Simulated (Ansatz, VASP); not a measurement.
**One calculation of Ni, two programs**

INCAR

```
SYSTEM = Ni
PREC     = Accurate       ! precision mode
ENCUT    = 600            ! plane-wave cutoff, eV
EDIFF    = 1E-7           ! SCF threshold, eV
ISMEAR   = 1              ! smearing method
SIGMA    = 0.1            ! smearing width, eV
LREAL    = .FALSE.        ! projectors in reciprocal space
LASPH    = .TRUE.         ! aspherical terms in the spheres
NELM     = 120            ! most SCF steps
ALGO     = Normal         ! electronic algorithm
ISIF     = 3              ! what is computed and relaxed
LWAVE    = .FALSE.        ! write WAVECAR
LCHARG   = .FALSE.        ! write CHGCAR
GGA      = PE             ! functional
IBRION   = 2              ! ionic algorithm
NSW      = 80             ! ionic steps
EDIFFG   = -0.005         ! ionic threshold
GGA_COMPAT= .FALSE.      
NELMIN   = 4
```

Contents of KPOINTS:

```
Automatic mesh
0
G
  19 19 19
  0 0 0
```

File POSCAR:

```
Ni
1.0
    0.0000000000      1.7375729000      1.7375729000
    1.7375729000      0.0000000000      1.7375729000
    1.7375729000      1.7375729000      0.0000000000
Ni
1
Direct
    0.0000000000      0.0000000000      0.0000000000
```

Input for Ansatz:

```yaml
crystal:
  lattice:
    - [0.0, 1.7375729, 1.7375729]
    - [1.7375729, 0.0, 1.7375729]
    - [1.7375729, 1.7375729, 0.0]
  atoms:
    - { symbol: Ni, position: [0.0, 0.0, 0.0] }
basis:
  ecutwfc: 420
  xc_grid: 2
hamiltonian:
  xc: pbe
  pseudopotentials: { kind: paw, azcp: { folder: soft_1 } }
kpoints:
  mp_grid: { grid: [19, 19, 19] }
scf:
  occupations: { method: methfessel_paxton, width: 0.1 }
  max_iter: 120
relax:
  f_tol: 0.005
  max_steps: 60
  cell: {}
output:
  forces: true
  stress: true
checkpoint:
  write: "../cell.run"
  compress: false
  write_wavefunctions: false
  write_every: 100000
```

Alike in both runs: task relaxation of cell and atoms; functional PBE; k mesh 19 × 19 × 19; occupations methfessel-paxton of order 1, width 0.1 eV; no spin polarisation.

|  | VASP | Ansatz |
| --- | --- | --- |
| version | VASP 6.6.1 | Ansatz 0.2.0 |
| potentials or method | VASP PAW PBE potentials, release 64 (Ni), cutoff 600 eV | plane-wave PAW DFT |
| valence electrons in the cell | 10 | 18 |

```tsv
	VASP	Ansatz	Ansatz less VASP
relaxed volume (Å³/atom)	10.81	10.82	+0.010
relaxed cell length with the largest relative difference (Å)	2.482	2.483	+0.0007
```

VASP's potentials hold 10 valence electrons a cell and Ansatz's 18, so a difference there can come from the potentials and not from the codes.
